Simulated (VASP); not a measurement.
# TiAl3: single point with LDA

Crystal: TiAl3.

```
Ti Al
1.0
    -1.88934    1.88934    4.24176
     1.88934   -1.88934    4.24176
     1.88934    1.88934   -4.24176
Ti Al
1 3
Direct
  0.00000 0.00000 0.00000
  0.50000 0.50000 0.00000
  0.75000 0.25000 0.50000
  0.25000 0.75000 0.50000
```

* Program: VASP 6.6.1
* Task: single point
* Functional: LDA
* Potentials or basis: VASP PAW LDA potentials, release 64 (Ti_sv, Al)
* Cutoff: 520 eV
* k mesh: 16 × 16 × 16
* Occupations: gaussian, width 0.15 eV
* Spin: no spin polarisation

The pressure is 0.1 GPa and the band gap on the k mesh is zero (an odd number of electrons rules out a gap without spin polarisation).

Stress tensor (GPa, compression positive):
```
0.17 0.00 0.00
0.00 0.17 0.00
0.00 0.00 0.08
```

Levels at points of the mesh, in eV from the Fermi level:
```csv
k point,band 8,band 9,band 10,band 11,band 12,band 13,band 14,band 15
"(0.00, 0.00, 0.00)",-1.48,-1.25,-1.25,0.86,1.86,1.86,2.32,2.62
"(0.50, 0.00, 0.00)",-2.93,-1.08,-0.29,0.51,1.86,2.17,2.81,3.28
"(0.50, 0.50, 0.00)",-3.80,-2.66,-2.21,-1.03,1.84,1.99,2.78,2.95
"(0.50, 0.50, 0.50)",-0.87,-0.87,-0.24,0.71,0.71,0.99,3.16,4.97
```

Run time: 8.6 min on 1 thread of Intel(R) Xeon(R) Platinum 8488C (Sapphire Rapids) (shared host), peak memory 0.47 GiB.
